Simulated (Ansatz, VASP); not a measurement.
**WS2: VASP beside Ansatz**

```
W S
1.0
     3.27510    0.00000    0.00000
    -1.63755    2.83632    0.00000
     0.00000    0.00000   21.75025
W S
2 4
Direct
  0.33333 0.66667 0.63457
  0.66667 0.33333 0.36543
  0.33333 0.66667 0.29897
  0.66667 0.33333 0.56805
  0.33333 0.66667 0.43195
  0.66667 0.33333 0.70103
```

Alike in both runs: task single point; functional PBEsol; k mesh 12 × 12 × 2; occupations gaussian, width 0.05 eV; no spin polarisation.

```csv
,VASP,Ansatz
version,VASP 6.6.1,Ansatz 0.2.0
potentials or method,"VASP PAW PBE potentials, release 64 (W_sv, S), cutoff 520 eV","scalar-relativistic, plane waves, PAW"
valence electrons in the cell,52,52
```

|  | VASP | Ansatz | Ansatz less VASP |
| --- | --- | --- | --- |
| gap on the k mesh at the Fermi level (eV) | none | none | - |
| rms of the force components (eV/Å) | 0.770 | 0.759 | -0.0107 |

VASP's potentials were made for PBE, not for PBEsol, and Ansatz warns of the same on its side. Atom by atom the forces differ by 0.011 eV/Å (rms over components). A gap of «none» marks a metal or a gap that the smearing closes. The functional is the same, so the differences come from potentials, cutoffs and numerics. Ansatz's warnings: xc potential rough in thin density.

Neither program's run includes spin-orbit coupling.
